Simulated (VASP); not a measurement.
# Nb (Im-3m) in VASP: a series of runs

Nb is run at these levels: PBE; tasks: single point.

Program: VASP 6.6.1. These are calculated values, not measurements. Logs are shortened: lines on timing, memory, paths and dates and some standing lists are left out, and cuts for length are marked.

### Step 1. The cell of the first run

It takes space group Im-3m (No. 229, cubic). Conventional cell: a = 3.375 Å, b = 3.375 Å, c = 3.375 Å, α = 90.00°, β = 90.00°, γ = 90.00°. Nb (site symmetry m-3m) has 14 Nb at 2.92 to 3.37 Å within 3.8 Å.

### Step 2. Single point, PBE

INCAR

```
PREC = Accurate ; ENCUT = 520
EDIFF = 1E-6 ; ISMEAR = -1
SIGMA = 0.06122561905347299 ; LREAL = False
LASPH = True ; NELM = 60
ALGO = Normal ; ISIF = 2
LWAVE = False ; LCHARG = False
GGA = PE ; NBANDS = 12
```

KPOINTS

```
Automatic mesh
0
Gamma
  46 46 46
```

POSCAR

```
Nb
1.0
   -1.6873705991      1.6873705991      1.6873705991
    1.6873705991     -1.6873705991      1.6873705991
    1.6873705991      1.6873705991     -1.6873705991
Nb
1
Direct
    0.0000000000      0.0000000000      0.0000000000
```

Potentials or basis: VASP PAW PBE potentials, release 64 (Nb_sv).

Started as:

```
$ cat potpaw_PBE.64/Nb_sv/POTCAR > POTCAR
$ mpirun -np 1 vasp_std > vasp.out
```

OUTCAR:

```text
PREC = Accurate
   ENCUT = 520
   EDIFF = 1E-6
   ISMEAR = -1
   LREAL = False
   LASPH = True
   NELM = 60
   ISIF = 2
   GGA = PE

 ion  position               nearest neighbor table
   1  0.000  0.000  0.000-

  LATTYP: Found a body centered cubic cell.
 ALAT       =     3.3747411982

  Lattice vectors:

 A1 = (  -1.6873705991,   1.6873705991,   1.6873705991)
 A2 = (   1.6873705991,  -1.6873705991,   1.6873705991)
 A3 = (   1.6873705991,   1.6873705991,  -1.6873705991)

Analysis of symmetry for initial positions (statically):
=====================================================================
 Subroutine PRICEL returns:
 Original cell was already a primitive cell.

 Routine SETGRP: Setting up the symmetry group for a
 body centered cubic supercell.

 Subroutine GETGRP returns: Found 48 space group operations
 (whereof 48 operations were pure point group operations)
 out of a pool of 48 trial point group operations.

The static configuration has the point symmetry O_h .

Analysis of symmetry for dynamics (positions and initial velocities):
=====================================================================
 Subroutine PRICEL returns:
 Original cell was already a primitive cell.

 Routine SETGRP: Setting up the symmetry group for a
 body centered cubic supercell.

 Subroutine GETGRP returns: Found 48 space group operations
 (whereof 48 operations were pure point group operations)
 out of a pool of 48 trial point group operations.

The dynamic configuration has the point symmetry O_h .

 Subroutine INISYM returns: Found 48 space group operations
 (whereof 48 operations are pure point group operations),
 and found     1 'primitive' translations

----------------------------------------------------------------------------------------

                                     Primitive cell

  volume of cell :      19.2173

  direct lattice vectors                    reciprocal lattice vectors
    -1.687370599  1.687370599  1.687370599     0.000000000  0.296319019  0.296319019
     1.687370599 -1.687370599  1.687370599     0.296319019  0.000000000  0.296319019
     1.687370599  1.687370599 -1.687370599     0.296319019  0.296319019  0.000000000

  length of vectors
     2.922611609  2.922611609  2.922611609     0.419058375  0.419058375  0.419058375

  position of ions in fractional coordinates (direct lattice)
     0.000000000  0.000000000  0.000000000

  ion indices of the primitive-cell ions
   primitive index   ion index
                 1           1

----------------------------------------------------------------------------------------

 KPOINTS: Automatic mesh

Automatic generation of k-mesh.
 Grid dimensions read from file:
 generate k-points for:   46   46   46

 Generating k-lattice:

  Cartesian coordinates                     Fractional coordinates (reciprocal lattice)
     0.000000000  0.006441718  0.006441718     0.021739130  0.000000000  0.000000000
     0.006441718  0.000000000  0.006441718     0.000000000  0.021739130  0.000000000
     0.006441718  0.006441718  0.000000000     0.000000000  0.000000000  0.021739130

  Length of vectors
     0.009109965  0.009109965  0.009109965

  Shift w.r.t. Gamma in fractional coordinates (k-lattice)
     0.000000000  0.000000000  0.000000000

 Subroutine IBZKPT returns following result:
 ===========================================

 Found   2456 irreducible k-points:

 Following reciprocal coordinates:
            Coordinates               Weight
  0.000000  0.000000  0.000000      1.000000
  0.021739  0.000000  0.000000     12.000000
  0.043478  0.000000  0.000000     12.000000
  0.065217  0.000000  0.000000     12.000000
  0.086957  0.000000  0.000000     12.000000
  0.108696  0.000000  0.000000     12.000000
[... 16 lines left out ...]
  0.478261  0.000000  0.000000     12.000000
  0.500000  0.000000  0.000000      6.000000
 [... further k-points ...]
   k-points           NKPTS =   2456   k-points in BZ     NKDIM =   2456   number of bands    NBANDS=     12
   number of dos      NEDOS =    301   number of ions     NIONS =      1
   total plane-waves  NPLWV =  13824
   dimension x,y,z NGX =    24 NGY =   24 NGZ =   24
   dimension x,y,z NGXF=    48 NGYF=   48 NGZF=   48
   ions per type =               1
   NGX,Y,Z   is equivalent  to a cutoff of  13.65, 13.65, 13.65 a.u.
   NGXF,Y,Z  is equivalent  to a cutoff of  27.30, 27.30, 27.30 a.u.
 SYSTEM =  unknown system
   PREC   = accura    normal or accurate (medium, high low for compatibility)
   ISTART =      0    job   : 0-new  1-cont  2-samecut
   ICHARG =      2    charge: 1-file 2-atom 10-const
   ISPIN  =      1    spin polarized calculation?
   LNONCOLLINEAR =      F non collinear calculations
   LSORBIT =      F    spin-orbit coupling
   LASPH  =      T    aspherical Exc in radial PAW
   ENCUT  =  520.0 eV  38.22 Ry    6.18 a.u.   5.43  5.43  5.43*2*pi/ulx,y,z
   NELM   =     60;   NELMIN=  2; NELMDL= -5     # of ELM steps
   EDIFF  = 0.1E-05   stopping-criterion for ELM
   LREAL  =      F    real-space projection
   EDIFFG = 0.1E-04   stopping-criterion for IOM
   NSW    =      0    number of steps for IOM
   IBRION =     -1    ionic relax: 0-MD 1-quasi-New 2-CG
   NFREE  =      0    steps in history (QN), initial steepest desc. (CG)
   ISIF   =      2    stress and relaxation
   ISYM   =      2    0-nonsym 1-usesym 2-fastsym
   POTIM  = 0.5000    time-step for ionic-motion
   TEBEG  =    0.0;   TEEND  =   0.0 temperature during run
   PSTRESS=    0.0 pullay stress
   NELECT =      13.0000    total number of electrons
   NUPDOWN=      -1.0000    fix difference up-down
   EMIN   =  10.00;   EMAX   =-10.00  energy-range for DOS
   EFERMI =   0.00;   METHOD = LEGACY
   ISMEAR =    -1;   SIGMA  =   0.06  broadening in eV -4-tet -1-fermi 0-gaus
   EFERMI_NEDOS =   21; number of points for ismear=-14 and -15
   IALGO  =     38    algorithm
   IMIX   =      4    mixing-type and parameters
     AMIX     =   0.40;   BMIX     =  1.00
     AMIX_MAG =   1.60;   BMIX_MAG =  1.00
  volume/ion in A,a.u.               =      19.22       129.68
  Fermi-wavevector in a.u.,A,eV,Ry     =   1.437117  2.715757 28.100186  2.065305
  Thomas-Fermi vector in A             =   2.556230
   LORBIT       =      0    0 simple, 1 ext, 2 COOP (PROOUT), +10 PAW based schemes
   GGA     = PE    functional components
   LHFCALC =     F    Hartree Fock is set to
   AEXX    =    0.0000 exact exchange contribution
   IVDW    =     0    specifies the selected vdW correction
   LEPSILON=     F    determine dielectric tensor
   LRPA    =     F    only Hartree local field effects (RPA)
 non-spin polarized calculation
  energy-cutoff  :      520.00
  volume of cell :       19.22
 maximum number of plane-waves:       539
 NGX is ok and might be reduce to    24
   NGX = 11   NGY = 11   NGZ = 11

 number of electron      13.0000000 magnetization

 Free energy of the ion-electron system (eV)
  ---------------------------------------------------
  ext. energy  EPLUGINS =         0.00000000
  ---------------------------------------------------
  free energy    TOTEN  =       -10.19351928 eV

  energy without entropy =      -10.17345660  energy(sigma->0) =      -10.18348794

 E-fermi :  10.3014     XC(G=0): -12.1691

 val. band max:       10.3005522874   @ k =  -0.4783   0.5000   0.1304
 cond. band min:      10.3015151009   @ k =   0.3043   0.1522   0.0000
 fundamental gap:      0.0009628135
 Fermi energy:        10.3014342066

 k-point     1 :       0.0000    0.0000    0.0000
  band No.  band energies     occupation
      1     -44.1632      2.00000
      2     -19.5851      2.00000
      3     -19.5851      2.00000
      4     -19.5851      2.00000
      5       4.4837      2.00000
      6      10.6779      0.00426
      7      10.6779      0.00426
      8      10.6779      0.00426
      9      13.3776      0.00000
     10      13.3776      0.00000
     11      24.3324      0.00000
     12      24.3324      0.00000

 k-point     2 :       0.0217    0.0000    0.0000
  band No.  band energies     occupation
      1     -44.1623      2.00000
      2     -19.5906      2.00000
      3     -19.5868      2.00000
      4     -19.5852      2.00000
      5       4.5021      2.00000
      6      10.6668      0.00511
      7      10.6757      0.00442
      8      10.6951      0.00322
      9      13.3597      0.00000
     10      13.3776      0.00000
     11      24.3497      0.00000
     12      24.3689      0.00000

 k-point     3 :       0.0435    0.0000    0.0000
  band No.  band energies     occupation
      1     -44.1598      2.00000
      2     -19.6071      2.00000
      3     -19.5919      2.00000
      4     -19.5853      2.00000
      5       4.5569      2.00000
      6      10.6337      0.00876
      7      10.6685      0.00497
      8      10.7466      0.00139
      9      13.3086      0.00000
     10      13.3779      0.00000
     11      24.4026      0.00000
     12      24.4641      0.00000
[... 286 lines left out ...]
 k-point    23 :       0.4783    0.0000    0.0000
  band No.  band energies     occupation
      1     -43.9756      2.00000
      2     -20.6852      2.00000
      3     -19.9362      2.00000
      4     -19.5933      2.00000
      5       6.8398      2.00000
      6       8.8283      2.00000
      7      12.2317      0.00000
      8      13.3789      0.00000
      9      13.9951      0.00000
     10      16.1128      0.00000
     11      21.4187      0.00000
     12      21.7347      0.00000

 k-point    24 :       0.5000    0.0000    0.0000
  band No.  band energies     occupation
      1     -43.9747      2.00000
      2     -20.6900      2.00000
      3     -19.9378      2.00000
      4     -19.5933      2.00000
      5       6.8354      2.00000
      6       8.8213      2.00000
      7      12.2874      0.00000
      8      13.3715      0.00000
      9      14.0020      0.00000
     10      16.1586      0.00000
     11      21.3658      0.00000
     12      21.7075      0.00000

 [... further k-points ...]
[... 5 lines left out ...]
  --------------------------------------------------------------------------------------
  -------------------------------------------------------------------------------------
  Total       -1.0883337     -1.0883337     -1.0883337      0.0000000      0.0000000     -0.0000000
  in kB      -90.7363329    -90.7363329    -90.7363329      0.0000000      0.0000000     -0.0000000
  external PRESSURE =     -90.7363329 kB  Pullay stress =       0.0000000 kB

 VOLUME and BASIS-vectors are now :
 -----------------------------------------------------------------------------
  energy-cutoff  :      520.00
  volume of cell :       19.22
      direct lattice vectors                 reciprocal lattice vectors
    -1.687370599  1.687370599  1.687370599     0.000000000  0.296319019  0.296319019
     1.687370599 -1.687370599  1.687370599     0.296319019  0.000000000  0.296319019
     1.687370599  1.687370599 -1.687370599     0.296319019  0.296319019  0.000000000

 POSITION                                       TOTAL-FORCE (eV/Angst)
 -----------------------------------------------------------------------------------
      0.00000      0.00000      0.00000         0.000000      0.000000      0.000000
 -----------------------------------------------------------------------------------
    total drift:                                0.000000      0.000000      0.000000

  FREE ENERGIE OF THE ION-ELECTRON SYSTEM (eV)
  ---------------------------------------------------
  free  energy   TOTEN  =       -10.1935192806 eV

  energy  without entropy=      -10.1734565974  energy(sigma->0) =      -10.18348794
```

It took 4.3 min on 1 thread of Intel Xeon Platinum 8259CL at 2.50GHz (Skylake/Cascade Lake), shared host; peak memory 0.62 GiB.

Results:

| Quantity | Value |
| --- | --- |
| Free energy | -10.1935 eV |
| Pressure | -9.1 GPa |

Levels at points of the mesh, in eV from the Fermi level:
```
           k point  band 5  band 6  band 7  band 8  band 9  band 10
(0.00, 0.00, 0.00)   -5.82    0.38    0.38    0.38    3.08     3.08
(0.50, 0.00, 0.00)   -3.47   -1.48    1.99    3.07    3.70     5.86
(0.50, 0.50, 0.50)   -3.36   -3.36    5.17    5.17    5.17     8.54
```

(Part 1 of 2 ends here.)
